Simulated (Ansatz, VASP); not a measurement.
# Two plane-wave programs on CdF2

```
Cd F
1.0
     0.00000    2.65916    2.65916
     2.65916    0.00000    2.65916
     2.65916    2.65916    0.00000
Cd F
1 2
Direct
  0.00000 0.00000 0.00000
  0.25000 0.25000 0.25000
  0.75000 0.75000 0.75000
```

Alike in both runs: functional r2SCAN; k mesh 10 × 10 × 10; occupations fermi-dirac, width 0.02 eV; no spin polarisation.

Ansatz relaxed the structure, and its values are those at the end. VASP's run is a single point on that final structure, the one shown.

|  | VASP | Ansatz |
| --- | --- | --- |
| version | VASP 6.6.1 | Ansatz 0.2.0 |
| potentials or method | VASP PAW PBE potentials, release 64 (Cd, F), cutoff 520 eV | PAW plane waves |
| valence electrons in the cell | 26 | 34 |

Ansatz gave:

* gap on the k mesh at the Fermi level (eV): 3.94
* pressure (GPa): 5.1

Task: What did VASP give for the same quantities?

Result: gap on the k mesh at the Fermi level (eV): 3.90; pressure (GPa): 6.1.

VASP's potentials were made for PBE, not for r2SCAN. With one functional, cell and mesh, what is left measures potentials, basis and numerics. VASP's potentials hold 26 valence electrons a cell and Ansatz's 34, so a difference there can come from the potentials and not from the codes. Ansatz's warnings: stress scf threshold loose.
